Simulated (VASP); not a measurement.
A run of VASP 6.6.1 is set up as follows.

The input INCAR:

```
PREC     = Accurate       # precision mode
ENCUT    = 520            # plane-wave cutoff, eV
EDIFF    = 1E-7           # SCF threshold, eV
ISMEAR   = 1              # smearing method
SIGMA    = 0.15           # smearing width, eV
LREAL    = False          # projectors in reciprocal space
LASPH    = True           # aspherical terms in the spheres
NELM     = 100            # most SCF steps
ALGO     = Normal         # electronic algorithm
ISIF     = 2              # what is computed and relaxed
LWAVE    = False          # write WAVECAR
LCHARG   = True           # write CHGCAR
LDIPOL   = True         
IDIPOL   = 3            
DIPOL    = 0.5 0.5 0.500
GGA      = PE             # functional
LELF     = True           # ELF
LVHAR    = True         
LVACPOTAV= True         
NBANDS   = 33             # bands
```

The input KPOINTS:

```
Automatic mesh
0
Gamma
  3 3 1
```

File POSCAR:

```
KCl
1.0
    4.4497805476      0.0000000000      0.0000000000
    0.0000000000      4.4497805476      0.0000000000
    0.0000000000      0.0000000000     18.2929400000
K Cl
3 3
Direct
    0.0000000000      0.0000000000      0.3279953906
    0.5000000000      0.5000000000      0.5000000000
    1.0000000000      0.0000000000      0.6720046094
    0.5000000000      0.5000000000      0.3279953906
    1.0000000000      0.0000000000      0.5000000000
    0.5000000000      0.5000000000      0.6720046094
```

Potentials or basis: VASP PAW PBE potentials, release 64 (K_sv, Cl).

Launch:

```sh
$ cat potpaw_PBE.64/K_sv/POTCAR potpaw_PBE.64/Cl/POTCAR > POTCAR
$ mpirun -np 1 vasp_std > vasp.out
```

Question: Predict the largest force.

Answer: 0.085 eV/Å.

Question: Predict the band gap on the k mesh.

Answer: 4.92 eV.

Forces in eV/Å, atoms in the order of the input:
```
K    0.000  0.000  0.019
K    0.000  0.000  0.000
K    0.000  0.000 -0.019
Cl   0.000  0.000 -0.085
Cl   0.000  0.000  0.000
Cl   0.000  0.000  0.085
```

Caveat: the k points lie up to 0.47 Å⁻¹ apart.
